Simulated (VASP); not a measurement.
# Cu16HF in VASP: single point with PBE+D3(BJ)

Aim: the single point of Cu16HF with PBE+D3(BJ).

Everything below comes from runs of VASP 6.6.1. Logs are shortened: lines on timing, memory, paths and dates and some standing lists are left out, and cuts for length are marked.

## Step 1: The cell of the first run

The cell holds a slab with vacuum, 18 atoms: a = 5.039 Å, b = 5.039 Å, c = 24.199 Å, α = 90.00°, β = 90.00°, γ = 90.00°.

## Step 2: Single point, PBE+D3(BJ)

Contents of INCAR:

```
PREC = Accurate
ENCUT = 520
EDIFF = 1E-6
ISMEAR = 0
SIGMA = 0.1
LREAL = Auto
LASPH = T
NELM = 100
ALGO = Normal
ISIF = 2
LWAVE = F
LCHARG = F
LDIPOL = T
IDIPOL = 3
DIPOL = 0.5 0.5 0.464
GGA = PE
IVDW = 12
NBANDS = 107
```

Contents of KPOINTS:

```
Automatic mesh
0
Gamma
  4 4 1
```

Contents of POSCAR:

```
Cu16HF
1.0
    5.0393684366      0.0000000000      0.0000000000
    0.0000000000      5.0393684366      0.0000000000
    0.0000000000      0.0000000000     24.1989573916
Cu F H
16 1 1
Direct
    0.2500000000      0.2500000000      0.3305927553
    0.2500000000      0.7500000000      0.3305927553
    0.7500000000      0.2500000000      0.3305927553
    0.7500000000      0.7500000000      0.3305927553
    0.5000000000      0.5000000000      0.4042193074
    0.5000000000      0.0000000000      0.4042193074
    0.0000000000      0.5000000000      0.4042193074
    0.0000000000      0.0000000000      0.4042193074
    0.7503937718      0.7492651551      0.4796086334
    0.7506216445      0.2505832695      0.4792690804
    0.2494024014      0.7490961434      0.4792296070
    0.2492494491      0.2508679718      0.4794669160
   -0.0002218704     -0.0010124102      0.5518671370
   -0.0005936819      0.5005049908      0.5534743605
    0.4987163373      0.0009057413      0.5521155498
    0.5008904319      0.5002227116      0.5520419546
    0.1330726255      0.3678305364      0.6564506243
    0.2386836305      0.2590777561      0.6330046360
```

Potentials or basis: VASP PAW PBE potentials, release 64 (Cu, F, H).

Run with:

```sh
> cat potpaw_PBE.64/Cu/POTCAR potpaw_PBE.64/F/POTCAR potpaw_PBE.64/H/POTCAR > POTCAR
> mpirun -np 1 vasp_std > vasp.out
```

OUTCAR:

```text
PREC = Accurate
   ENCUT = 520
   EDIFF = 1E-6
   ISMEAR = 0
   LREAL = Auto
   LASPH = T
   NELM = 100
   ISIF = 2
   GGA = PE
   IVDW = 12
 IVDW          = 12

 ion  position               nearest neighbor table
   1  0.250  0.250  0.331-   5 2.52   6 2.52   7 2.52   8 2.52   2 2.52   3 2.52   2 2.52   3 2.52

   2  0.250  0.750  0.331-   5 2.52   6 2.52   7 2.52   8 2.52   1 2.52   4 2.52   1 2.52   4 2.52

   3  0.750  0.250  0.331-   5 2.52   6 2.52   7 2.52   8 2.52   1 2.52   4 2.52   4 2.52   1 2.52
[... 23 lines left out ...]
  15  0.499  0.001  0.552-  12 2.50   9 2.51  11 2.51  10 2.51  13 2.51  16 2.52  16 2.52  13 2.53

  16  0.501  0.500  0.552-   9 2.50  10 2.50  12 2.50  11 2.51  14 2.51  15 2.52  15 2.52  14 2.53

  17  0.133  0.368  0.656-  18 0.95
  18  0.239  0.259  0.633-  17 0.95

  LATTYP: Found a simple tetragonal cell.
 ALAT       =     5.0393684366
 C/A-ratio  =     4.8019821722

  Lattice vectors:

 A1 = (   5.0393684366,   0.0000000000,   0.0000000000)
 A2 = (   0.0000000000,   5.0393684366,   0.0000000000)
 A3 = (   0.0000000000,   0.0000000000,  24.1989573916)

Analysis of symmetry for initial positions (statically):
=====================================================================
 Subroutine PRICEL returns:
 Original cell was already a primitive cell.

 Routine SETGRP: Setting up the symmetry group for a
 simple tetragonal supercell.

 Subroutine GETGRP returns: Found  1 space group operations
 (whereof  1 operations were pure point group operations)
 out of a pool of 16 trial point group operations.

The static configuration has the point symmetry C_1 .

Analysis of symmetry for dynamics (positions and initial velocities):
=====================================================================
 Subroutine PRICEL returns:
 Original cell was already a primitive cell.

 Routine SETGRP: Setting up the symmetry group for a
 simple tetragonal supercell.

 Subroutine GETGRP returns: Found  1 space group operations
 (whereof  1 operations were pure point group operations)
 out of a pool of 16 trial point group operations.

The dynamic configuration has the point symmetry C_1 .

 Subroutine INISYM returns: Found  1 space group operations
 (whereof  1 operations are pure point group operations),
 and found     1 'primitive' translations

----------------------------------------------------------------------------------------

                                     Primitive cell

  volume of cell :     614.5382

  direct lattice vectors                    reciprocal lattice vectors
     5.039368437  0.000000000  0.000000000     0.198437565  0.000000000  0.000000000
     0.000000000  5.039368437  0.000000000     0.000000000  0.198437565  0.000000000
     0.000000000  0.000000000 24.198957392     0.000000000  0.000000000  0.041324094

  length of vectors
     5.039368437  5.039368437 24.198957392     0.198437565  0.198437565  0.041324094

  position of ions in fractional coordinates (direct lattice)
     0.250000000  0.250000000  0.330592755
     0.250000000  0.750000000  0.330592755
     0.750000000  0.250000000  0.330592755
     0.750000000  0.750000000  0.330592755
     0.500000000  0.500000000  0.404219307
     0.500000000  0.000000000  0.404219307
[... 10 lines left out ...]
     0.133072625  0.367830536  0.656450624
     0.238683630  0.259077756  0.633004636

  ion indices of the primitive-cell ions
   primitive index   ion index
                 1           1
                 2           2
                 3           3
                 4           4
                 5           5
                 6           6
[... 10 lines left out ...]
                17          17
                18          18

----------------------------------------------------------------------------------------

 KPOINTS: Automatic mesh

Automatic generation of k-mesh.
 Grid dimensions read from file:
 generate k-points for:    4    4    1

 Generating k-lattice:

  Cartesian coordinates                     Fractional coordinates (reciprocal lattice)
     0.049609391  0.000000000  0.000000000     0.250000000  0.000000000  0.000000000
     0.000000000  0.049609391  0.000000000     0.000000000  0.250000000  0.000000000
     0.000000000  0.000000000  0.041324094     0.000000000  0.000000000  1.000000000

  Length of vectors
     0.049609391  0.049609391  0.041324094

  Shift w.r.t. Gamma in fractional coordinates (k-lattice)
     0.000000000  0.000000000  0.000000000

 Subroutine IBZKPT returns following result:
 ===========================================

 Found     10 irreducible k-points:

 Following reciprocal coordinates:
            Coordinates               Weight
  0.000000  0.000000  0.000000      1.000000
  0.250000  0.000000  0.000000      2.000000
  0.000000  0.250000  0.000000      2.000000
  0.500000  0.000000  0.000000      1.000000
  0.000000  0.500000  0.000000      1.000000
  0.250000  0.250000  0.000000      2.000000
 -0.250000  0.250000  0.000000      2.000000
  0.500000  0.250000  0.000000      2.000000
 -0.250000  0.500000  0.000000      2.000000
  0.500000  0.500000  0.000000      1.000000
   k-points           NKPTS =     10   k-points in BZ     NKDIM =     10   number of bands    NBANDS=    107
   number of dos      NEDOS =    301   number of ions     NIONS =     18
   total plane-waves  NPLWV = 288000
   dimension x,y,z NGX =    40 NGY =   40 NGZ =  180
   dimension x,y,z NGXF=    80 NGYF=   80 NGZF=  360
   ions per type =              16   1   1
   NGX,Y,Z   is equivalent  to a cutoff of  13.20, 13.20, 12.37 a.u.
   NGXF,Y,Z  is equivalent  to a cutoff of  26.39, 26.39, 24.73 a.u.
 SYSTEM =  unknown system
   PREC   = accura    normal or accurate (medium, high low for compatibility)
   ISTART =      0    job   : 0-new  1-cont  2-samecut
   ICHARG =      2    charge: 1-file 2-atom 10-const
   ISPIN  =      1    spin polarized calculation?
   LNONCOLLINEAR =      F non collinear calculations
   LSORBIT =      F    spin-orbit coupling
   LASPH  =      T    aspherical Exc in radial PAW
   ENCUT  =  520.0 eV  38.22 Ry    6.18 a.u.   9.37  9.37 44.99*2*pi/ulx,y,z
   NELM   =    100;   NELMIN=  2; NELMDL= -5     # of ELM steps
   EDIFF  = 0.1E-05   stopping-criterion for ELM
   LREAL  =      T    real-space projection
   EDIFFG = 0.1E-04   stopping-criterion for IOM
   NSW    =      0    number of steps for IOM
[... 5 lines left out ...]
   TEBEG  =    0.0;   TEEND  =   0.0 temperature during run
   PSTRESS=    0.0 pullay stress
   NELECT =     184.0000    total number of electrons
   NUPDOWN=      -1.0000    fix difference up-down
   EMIN   =  10.00;   EMAX   =-10.00  energy-range for DOS
   EFERMI =   0.00;   METHOD = LEGACY
   ISMEAR =     0;   SIGMA  =   0.10  broadening in eV -4-tet -1-fermi 0-gaus
   EFERMI_NEDOS =   21; number of points for ismear=-14 and -15
   IALGO  =     38    algorithm
   IMIX   =      4    mixing-type and parameters
     AMIX     =   0.40;   BMIX     =  1.00
     AMIX_MAG =   1.60;   BMIX_MAG =  1.00
  volume/ion in A,a.u.               =      34.14       230.39
  Fermi-wavevector in a.u.,A,eV,Ry     =   1.095211  2.069649 16.320014  1.199487
  Thomas-Fermi vector in A             =   2.231530
   LORBIT       =      0    0 simple, 1 ext, 2 COOP (PROOUT), +10 PAW based schemes
   GGA     = PE    functional components
   LHFCALC =     F    Hartree Fock is set to
   AEXX    =    0.0000 exact exchange contribution
   IVDW    =    12    specifies the selected vdW correction
   LEPSILON=     F    determine dielectric tensor
   LRPA    =     F    only Hartree local field effects (RPA)
 non-spin polarized calculation
 Gauss-broadening in eV      SIGMA  =   0.10
  energy-cutoff  :      520.00
  volume of cell :      614.54
 maximum number of plane-waves:     16582
 NGX is ok and might be reduce to    40
   NGX = 19   NGY = 19   NGZ = 89

 dipolmoment           0.000000      0.000000     -0.022143 electrons x Angstroem

 number of electron     183.9999980 magnetization

 dipolmoment           0.000000      0.000000      0.156560 electrons x Angstroem

 Free energy of the ion-electron system (eV)
  ---------------------------------------------------
  ext. energy  EPLUGINS =         0.00000000
  ---------------------------------------------------
  free energy    TOTEN  =       -62.72359432 eV

  energy without entropy =      -62.68113124  energy(sigma->0) =      -62.70236278

 E-fermi :  -0.9441     XC(G=0):  -4.8740

 val. band max:       -0.9635089241   @ k =   0.0000   0.0000   0.0000
 cond. band min:      -0.8840569729   @ k =   0.2500   0.0000   0.0000
 fundamental gap:      0.0794519512
 Fermi energy:        -0.9440740299

 k-point     1 :       0.0000    0.0000    0.0000
  band No.  band energies     occupation
      1     -26.1415      2.00000
      2      -9.9551      2.00000
      3      -9.5316      2.00000
      4      -8.2549      2.00000
      5      -6.3732      2.00000
      6      -6.0362      2.00000
[... 1059 lines left out ...]
    103       4.2454      0.00000
    104       4.4551      0.00000
 [bands above 104 left out]

------------------------ aborting loop because EDIFF is reached ----------------------------------------

 vacuum level on the upper side and lower side of the slab       (xc-potential included)         0.407        -0.680

 Edisp (eV)   -6.84266

 E8    (eV) :    -3.0416

  FORCE on cell =-STRESS in cart. coord.  units (eV):
  Direction    XX          YY          ZZ          XY          YZ          ZX
  --------------------------------------------------------------------------------------
  -------------------------------------------------------------------------------------
  Total      -4.58814    -4.58337    -0.09362    -0.04442     0.08773    -0.07493
  in kB     -11.96185   -11.94941    -0.24407    -0.11582     0.22872    -0.19536
  external pressure =       -8.05 kB  Pullay stress =        0.00 kB

 VOLUME and BASIS-vectors are now :
 -----------------------------------------------------------------------------
  energy-cutoff  :      520.00
  volume of cell :      614.54
      direct lattice vectors                 reciprocal lattice vectors
     5.039368437  0.000000000  0.000000000     0.198437565  0.000000000  0.000000000
     0.000000000  5.039368437  0.000000000     0.000000000  0.198437565  0.000000000
     0.000000000  0.000000000 24.198957392     0.000000000  0.000000000  0.041324094

 POSITION                                       TOTAL-FORCE (eV/Angst)
 -----------------------------------------------------------------------------------
      1.25984      1.25984      8.00000        -0.011987      0.012137      0.038618
      1.25984      3.77953      8.00000        -0.014302     -0.012396      0.044575
      3.77953      1.25984      8.00000         0.012212      0.014636      0.044731
      3.77953      3.77953      8.00000         0.014458     -0.014812      0.042903
      2.51968      2.51968      9.78169         0.003980      0.003660     -0.065407
      2.51968      0.00000      9.78169         0.004987     -0.004578     -0.036875
[... 10 lines left out ...]
      0.67060      1.85363     15.88542        -0.151047      0.154047      0.155622
      1.20281      1.30559     15.31805         0.151312     -0.154824     -0.157896
 -----------------------------------------------------------------------------------
    total drift:                               -0.001180      0.000601      0.002058

  FREE ENERGIE OF THE ION-ELECTRON SYSTEM (eV)
  ---------------------------------------------------
  free  energy   TOTEN  =       -69.5662540004 eV

  energy  without entropy=      -69.5237909153  energy(sigma->0) =      -69.54502246

 vacuum level on the upper side and lower side of the slab         4.533         3.419
```

Run time: 47 min. Hardware: 1 thread of Intel Xeon Platinum 8488C (Sapphire Rapids), shared host; peak memory 0.85 GiB.

What came out:

- Free energy: -69.5663 eV
- Largest force: 0.268 eV/Å
- Band gap on the k mesh: zero (band 92 reaches -0.16 eV, above the bottom of band 93 at -1.09 eV)
- Dispersion energy per atom: -0.380 eV

Forces on the atoms (eV/Å):
```
Cu  -0.012  0.012  0.039
Cu  -0.014 -0.012  0.045
Cu   0.012  0.015  0.045
Cu   0.014 -0.015  0.043
Cu   0.004  0.004 -0.065
Cu   0.005 -0.005 -0.037
Cu  -0.006  0.003 -0.092
Cu  -0.006 -0.003 -0.060
Cu   0.003  0.003 -0.004
Cu   0.003 -0.002 -0.005
Cu  -0.001  0.002 -0.001
Cu  -0.003 -0.002  0.002
Cu  -0.002 -0.002  0.028
Cu  -0.002  0.002  0.024
Cu   0.002  0.006  0.026
Cu   0.001 -0.005  0.015
F   -0.151  0.154  0.156
H    0.151 -0.155 -0.158
```

With open d or f shells a metallic result of PBE can be an artefact of self-interaction; +U or a hybrid may open a gap.
